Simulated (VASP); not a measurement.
# Ti in VASP: relaxation of the atoms with PBEsol

Aim: the relaxation of the atoms of Ti with PBEsol.

Everything below comes from runs of VASP 6.6.1. Logs are shortened: lines on timing, memory, paths and dates and some standing lists are left out, and cuts for length are marked.

## 1. The cell of the first run

The cell holds a slab with vacuum, 13 atoms: a = 5.900 Å, b = 5.900 Å, c = 17.685 Å, α = 90.00°, β = 90.00°, γ = 60.00°.

## 2. Relaxation of the atoms, PBEsol

The input, INCAR:

```
SYSTEM = Ti
PREC = Accurate
ENCUT = 520
EDIFF = 1E-6
ISMEAR = -1
SIGMA = 0.15
LREAL = .False.
LASPH = .True.
NELM = 100
ALGO = Normal
ISIF = 2
LWAVE = .False.
LCHARG = .False.
GGA = PS
IBRION = 2
NSW = 45
EDIFFG = -0.08
```

The input, KPOINTS:

```
regular mesh
0
Gamma
  3 3 1
  0 0 0
```

The input, POSCAR:

```
Ti
1.0
    5.9000000000      0.0000000000      0.0000000000
    2.9500000000      5.1095500000      0.0000000000
    0.0000000000      0.0000000000     17.6846000000
Ti
13
Selective dynamics
Direct
    0.0000000000      0.0000000000      0.0565464000  F F F
    0.5000000000      0.0000000000      0.0565464000  F F F
    0.0000000000      0.5000000000      0.0565464000  F F F
    0.5000000000      0.5000000000      0.0565464000  F F F
   -0.1666667000      0.3333333000      0.1889949000  T T T
    0.3333333000      0.3333333000      0.1889949000  T T T
   -0.1666667000      0.8333333000      0.1889949000  T T T
    0.3333333000      0.8333333000      0.1889949000  T T T
    0.0000000000      0.0000000000      0.3214435000  T T T
    0.5000000000      0.0000000000      0.3214435000  T T T
    0.0000000000      0.5000000000      0.3214435000  T T T
    0.5000000000      0.5000000000      0.3214435000  T T T
    0.6799145000      0.1675987000      0.4820352000  T T T
```

Potentials or basis: VASP PAW PBE potentials, release 64 (Ti_sv).

Launch:

```
> cat potpaw_PBE.64/Ti_sv/POTCAR > POTCAR
> mpirun -np 1 vasp_std > vasp.out
```

OUTCAR:

```text
SYSTEM = Ti
   PREC = Accurate
   ENCUT = 520
   EDIFF = 1E-6
   ISMEAR = -1
   LREAL = .False.
   LASPH = .True.
   NELM = 100
   ISIF = 2
   GGA = PS
   IBRION = 2
   NSW = 45
   EDIFFG = -0.08

 ion  position               nearest neighbor table
   1  0.000  0.000  0.057-   8 2.90   5 2.90   7 2.90
   2  0.500  0.000  0.057-   7 2.90   6 2.90   8 2.90
   3  0.000  0.500  0.057-   6 2.90   7 2.90   5 2.90
   4  0.500  0.500  0.057-   5 2.90   8 2.90   6 2.90
   5  0.833  0.333  0.189-   4 2.90   1 2.90   3 2.90  12 2.90   9 2.90  11 2.90
   6  0.333  0.333  0.189-   3 2.90   2 2.90   4 2.90  11 2.90  10 2.90  12 2.90
   7  0.833  0.833  0.189-   2 2.90   3 2.90   1 2.90  10 2.90  11 2.90   9 2.90
   8  0.333  0.833  0.189-   1 2.90   4 2.90   2 2.90   9 2.90  12 2.90  10 2.90
   9  0.000  0.000  0.321-   8 2.90   5 2.90   7 2.90
  10  0.500  0.000  0.321-   7 2.90   6 2.90   8 2.90
  11  0.000  0.500  0.321-   6 2.90   7 2.90   5 2.90
  12  0.500  0.500  0.321-   5 2.90   8 2.90   6 2.90
  13  0.680  0.168  0.482-

  LATTYP: Found a hexagonal cell.
 ALAT       =     5.9000001019
 C/A-ratio  =     2.9973897787

  Lattice vectors:

 A1 = (  -2.9500000000,  -5.1095500000,   0.0000000000)
 A2 = (   5.9000000000,   0.0000000000,   0.0000000000)
 A3 = (   0.0000000000,   0.0000000000,  17.6846000000)

Analysis of symmetry for initial positions (statically):
=====================================================================
 Subroutine PRICEL returns:
 Original cell was already a primitive cell.

 Routine SETGRP: Setting up the symmetry group for a
 hexagonal supercell.

 Subroutine GETGRP returns: Found  1 space group operations
 (whereof  1 operations were pure point group operations)
 out of a pool of 24 trial point group operations.

The static configuration has the point symmetry C_1 .

Analysis of symmetry for dynamics (positions and initial velocities):
=====================================================================
 Subroutine PRICEL returns:
 Original cell was already a primitive cell.

 Routine SETGRP: Setting up the symmetry group for a
 hexagonal supercell.

 Subroutine GETGRP returns: Found  1 space group operations
 (whereof  1 operations were pure point group operations)
 out of a pool of 24 trial point group operations.

The dynamic configuration has the point symmetry C_1 .

Analysis of constrained symmetry for selective dynamics:
=====================================================================
 Subroutine PRICEL returns:
 Original cell was already a primitive cell.

 Routine SETGRP: Setting up the symmetry group for a
 hexagonal supercell.

 Subroutine GETGRP returns: Found  1 space group operations
 (whereof  1 operations were pure point group operations)
 out of a pool of 24 trial point group operations.

The constrained configuration has the point symmetry C_1 .

 Subroutine INISYM returns: Found  1 space group operations
 (whereof  1 operations are pure point group operations),
 and found     1 'primitive' translations

----------------------------------------------------------------------------------------

                                     Primitive cell

  volume of cell :     533.1261

  direct lattice vectors                    reciprocal lattice vectors
     5.900000000  0.000000000  0.000000000     0.169491525 -0.097855976  0.000000000
     2.950000000  5.109550000  0.000000000     0.000000000  0.195711951  0.000000000
     0.000000000  0.000000000 17.684600000     0.000000000  0.000000000  0.056546374

  length of vectors
     5.900000000  5.900000102 17.684600000     0.195711955  0.195711951  0.056546374

  position of ions in fractional coordinates (direct lattice)
     0.000000000  0.000000000  0.056546400
     0.500000000  0.000000000  0.056546400
     0.000000000  0.500000000  0.056546400
     0.500000000  0.500000000  0.056546400
     0.833333300  0.333333300  0.188994900
     0.333333300  0.333333300  0.188994900
     0.833333300  0.833333300  0.188994900
     0.333333300  0.833333300  0.188994900
     0.000000000  0.000000000  0.321443500
     0.500000000  0.000000000  0.321443500
     0.000000000  0.500000000  0.321443500
     0.500000000  0.500000000  0.321443500
     0.679914500  0.167598700  0.482035200

  ion indices of the primitive-cell ions
   primitive index   ion index
                 1           1
                 2           2
                 3           3
                 4           4
                 5           5
                 6           6
                 7           7
                 8           8
                 9           9
                10          10
                11          11
                12          12
                13          13

----------------------------------------------------------------------------------------

 KPOINTS: regular mesh

Automatic generation of k-mesh.
 Grid dimensions read from file:
 generate k-points for:    3    3    1

 Generating k-lattice:

  Cartesian coordinates                     Fractional coordinates (reciprocal lattice)
     0.056497175 -0.032618659  0.000000000     0.333333333  0.000000000  0.000000000
     0.000000000  0.065237317  0.000000000     0.000000000  0.333333333  0.000000000
     0.000000000  0.000000000  0.056546374     0.000000000  0.000000000  1.000000000

  Length of vectors
     0.065237318  0.065237317  0.056546374

  Shift w.r.t. Gamma in fractional coordinates (k-lattice)
     0.000000000  0.000000000  0.000000000

 Subroutine IBZKPT returns following result:
 ===========================================

 Found      5 irreducible k-points:

 Following reciprocal coordinates:
            Coordinates               Weight
  0.000000  0.000000  0.000000      1.000000
  0.333333  0.000000  0.000000      2.000000
  0.333333  0.333333  0.000000      2.000000
  0.000000  0.333333  0.000000      2.000000
 -0.333333  0.333333  0.000000      2.000000
   k-points           NKPTS =      5   k-points in BZ     NKDIM =      5   number of bands    NBANDS=     93
   number of dos      NEDOS =    301   number of ions     NIONS =     13
   total plane-waves  NPLWV = 322560
   dimension x,y,z NGX =    48 NGY =   48 NGZ =  140
   dimension x,y,z NGXF=    96 NGYF=   96 NGZF=  280
   ions per type =              13
   NGX,Y,Z   is equivalent  to a cutoff of  13.53, 13.53, 13.16 a.u.
   NGXF,Y,Z  is equivalent  to a cutoff of  27.05, 27.05, 26.32 a.u.
 SYSTEM =  Ti
   PREC   = accura    normal or accurate (medium, high low for compatibility)
   ISTART =      0    job   : 0-new  1-cont  2-samecut
   ICHARG =      2    charge: 1-file 2-atom 10-const
   ISPIN  =      1    spin polarized calculation?
   LNONCOLLINEAR =      F non collinear calculations
   LSORBIT =      F    spin-orbit coupling
   LASPH  =      T    aspherical Exc in radial PAW
   ENCUT  =  520.0 eV  38.22 Ry    6.18 a.u.  10.97 10.97 32.88*2*pi/ulx,y,z
   NELM   =    100;   NELMIN=  2; NELMDL= -5     # of ELM steps
   EDIFF  = 0.1E-05   stopping-criterion for ELM
   LREAL  =      F    real-space projection
   EDIFFG = -.8E-01   stopping-criterion for IOM
   NSW    =     45    number of steps for IOM
   IBRION =      2    ionic relax: 0-MD 1-quasi-New 2-CG
   NFREE  =      1    steps in history (QN), initial steepest desc. (CG)
   ISIF   =      2    stress and relaxation
   ISYM   =      2    0-nonsym 1-usesym 2-fastsym
   POTIM  = 0.5000    time-step for ionic-motion
   TEBEG  =    0.0;   TEEND  =   0.0 temperature during run
   PSTRESS=    0.0 pullay stress
   NELECT =     156.0000    total number of electrons
   NUPDOWN=      -1.0000    fix difference up-down
   EMIN   =  10.00;   EMAX   =-10.00  energy-range for DOS
   EFERMI =   0.00;   METHOD = LEGACY
   ISMEAR =    -1;   SIGMA  =   0.15  broadening in eV -4-tet -1-fermi 0-gaus
   EFERMI_NEDOS =   21; number of points for ismear=-14 and -15
   IALGO  =     38    algorithm
   IMIX   =      4    mixing-type and parameters
     AMIX     =   0.40;   BMIX     =  1.00
     AMIX_MAG =   1.60;   BMIX_MAG =  1.00
  volume/ion in A,a.u.               =      41.01       276.75
  Fermi-wavevector in a.u.,A,eV,Ry     =   1.086859  2.053865 16.072041  1.181262
  Thomas-Fermi vector in A             =   2.223005
   LORBIT       =      0    0 simple, 1 ext, 2 COOP (PROOUT), +10 PAW based schemes
   GGA     = PS    functional components
   LHFCALC =     F    Hartree Fock is set to
   AEXX    =    0.0000 exact exchange contribution
   IVDW    =     0    specifies the selected vdW correction
   LEPSILON=     F    determine dielectric tensor
   LRPA    =     F    only Hartree local field effects (RPA)
 conjugate gradient relaxation of ions
 non-spin polarized calculation
  energy-cutoff  :      520.00
  volume of cell :      533.13
 maximum number of plane-waves:     14387
 NGX is ok and might be reduce to    48
   NGX = 21   NGY = 21   NGZ = 65

--------------------------------------- Ionic step        1  -------------------------------------------

 number of electron     155.9999994 magnetization

 Free energy of the ion-electron system (eV)
  ---------------------------------------------------
  ext. energy  EPLUGINS =         0.00000000
  ---------------------------------------------------
  free energy    TOTEN  =       -97.80199261 eV

  energy without entropy =      -95.59395221  energy(sigma->0) =      -96.69797241

------------------------ aborting loop because EDIFF is reached ----------------------------------------

  FORCE on cell =-STRESS in cart. coord.  units (eV):
  Direction    XX          YY          ZZ          XY          YZ          ZX
  --------------------------------------------------------------------------------------
  -------------------------------------------------------------------------------------
  Total      -15.5276008    -15.5282521    -17.9061732      0.0102881      0.0000188      0.0096226
  in kB      -46.6643299    -46.6662873    -53.8125359      0.0309183      0.0000564      0.0289182
  external PRESSURE =     -49.0477177 kB  Pullay stress =       0.0000000 kB
[... 122 lines left out ...]
  FREE ENERGIE OF THE ION-ELECTRON SYSTEM (eV)
  ---------------------------------------------------
  free  energy   TOTEN  =       -99.1598770128 eV

  energy  without entropy=      -97.1486665540  energy(sigma->0) =      -98.15427178

[... ionic steps 4 to 14 ...]

--------------------------------------- Ionic step       15  -------------------------------------------

 number of electron     155.9999997 magnetization

------------------------ aborting loop because EDIFF is reached ----------------------------------------
[... 89 lines left out ...]
--------------------------------------- Ionic step       17  -------------------------------------------

 number of electron     155.9999997 magnetization

 Free energy of the ion-electron system (eV)
  ---------------------------------------------------
  ext. energy  EPLUGINS =         0.00000000
  ---------------------------------------------------
  free energy    TOTEN  =       -99.96417508 eV

  energy without entropy =      -98.13381525  energy(sigma->0) =      -99.04899517

 E-fermi :   1.3412     XC(G=0):  -6.1004

 val. band max:        1.3220358864   @ k =   0.3333   0.3333   0.0000
 cond. band min:       1.3535231334   @ k =   0.0000   0.0000   0.0000
 fundamental gap:      0.0314872469
 Fermi energy:         1.3411775000

 k-point     1 :       0.0000    0.0000    0.0000
  band No.  band energies     occupation
      1     -55.4718      2.00000
      2     -55.4037      2.00000
      3     -55.2962      2.00000
      4     -55.2237      2.00000
      5     -55.2233      2.00000
      6     -55.1880      2.00000
[... 82 lines left out ...]
     89       2.3647      0.00217
     90       2.4664      0.00110

 k-point     2 :       0.3333    0.0000    0.0000
  band No.  band energies     occupation
      1     -55.4715      2.00000
      2     -55.4028      2.00000
      3     -55.2774      2.00000
      4     -55.2390      2.00000
      5     -55.2234      2.00000
      6     -55.1919      2.00000
[... 82 lines left out ...]
     89       2.1617      0.00838
     90       2.1753      0.00766

 k-point     3 :       0.3333    0.3333    0.0000
  band No.  band energies     occupation
      1     -55.4714      2.00000
      2     -55.4030      2.00000
      3     -55.2775      2.00000
      4     -55.2387      2.00000
      5     -55.2236      2.00000
      6     -55.1919      2.00000
[... 82 lines left out ...]
     89       2.1618      0.00838
     90       2.1946      0.00674

 k-point     4 :       0.0000    0.3333    0.0000
  band No.  band energies     occupation
      1     -55.4714      2.00000
      2     -55.4029      2.00000
      3     -55.2775      2.00000
      4     -55.2386      2.00000
      5     -55.2237      2.00000
      6     -55.1919      2.00000
[... 82 lines left out ...]
     89       2.1603      0.00847
     90       2.1887      0.00701

 k-point     5 :      -0.3333    0.3333    0.0000
  band No.  band energies     occupation
      1     -55.4713      2.00000
      2     -55.4025      2.00000
      3     -55.2543      2.00000
      4     -55.2530      2.00000
      5     -55.2333      2.00000
      6     -55.1914      2.00000
[... 82 lines left out ...]
     89       2.0275      0.02039
     90       2.1179      0.01121
 [bands above 90 left out]

------------------------ aborting loop because EDIFF is reached ----------------------------------------

  FORCE on cell =-STRESS in cart. coord.  units (eV):
  Direction    XX          YY          ZZ          XY          YZ          ZX
  --------------------------------------------------------------------------------------
  -------------------------------------------------------------------------------------
  Total      -10.2097458    -10.1960546     -0.4698285     -0.1747641     -0.0018599      0.2270028
  in kB      -30.6828436    -30.6416981     -1.4119524     -0.5252098     -0.0055895      0.6822004
  external PRESSURE =     -20.9121647 kB  Pullay stress =       0.0000000 kB
[... 28 lines left out ...]
  FREE ENERGIE OF THE ION-ELECTRON SYSTEM (eV)
  ---------------------------------------------------
  free  energy   TOTEN  =       -99.9641750844 eV

  energy  without entropy=      -98.1338152474  energy(sigma->0) =      -99.04899517

 reached required accuracy - stopping structural energy minimisation
```

It took 2.3 h on 1 thread of Intel Xeon 6975P-C (Granite Rapids), shared host; peak memory 0.78 GiB.

What came out:

| Quantity | Value |
| --- | --- |
| Free energy | -99.9642 eV |
| Energy gained by relaxing | 166.3 meV/atom |
| Ionic steps | 17 |
| Band gap on the k mesh | zero (bands 78 and 79 overlap by 0.49 eV) |

The path:
| step | energy change (eV) | largest force on free atoms (eV/Å) | pressure (GPa) |
| --- | --- | --- | --- |
| 1 | 0.0000 | 2.6427 | -4.90 |
| 2 | -0.3742 | 2.6592 | -4.92 |
| 3 | -1.3579 | 1.7948 | -4.58 |
| 4 | 0.0654 | 3.6712 | -2.26 |
| 5 | -1.5884 | 0.7632 | -4.12 |
| 6 | -1.5940 | 0.9201 | -3.99 |
| 7 | -1.7764 | 0.7662 | -3.75 |
| 8 | -1.9878 | 0.4393 | -3.04 |
| 9 | -2.0667 | 0.3787 | -2.99 |
| 10 | -2.0681 | 0.4412 | -2.97 |
| 11 | -2.1279 | 0.2684 | -2.63 |
| 12 | -2.1317 | 0.3017 | -2.51 |
| 13 | -2.1535 | 0.1274 | -2.24 |
| 14 | -2.1541 | 0.1363 | -2.18 |
| 15 | -2.1598 | 0.1188 | -2.12 |
| 16 | -2.1600 | 0.0996 | -2.13 |
| 17 | -2.1622 | 0.0737 | -2.09 |

Final structure:
```
CELL_PARAMETERS angstrom
5.90000 0.00000 0.00000
2.95000 5.10955 0.00000
0.00000 0.00000 17.68460
ATOMIC_POSITIONS crystal
Ti 0.00000 0.00000 0.05655
Ti 0.50000 0.00000 0.05655
Ti 0.00000 0.50000 0.05655
Ti 0.50000 0.50000 0.05655
Ti 0.83657 0.33851 0.17792
Ti 0.32407 0.33688 0.17972
Ti 0.83568 0.82456 0.17893
Ti 0.33372 0.83335 0.17735
Ti 0.98652 0.00626 0.30115
Ti 0.50595 0.00714 0.30471
Ti 0.99454 0.49950 0.31624
Ti 0.50557 0.48671 0.30277
Ti 0.69063 0.16791 0.41536
```

Caveat: the k points lie up to 0.41 Å⁻¹ apart; the PAW data sets were made with another functional, which shifts forces and pressure a little.
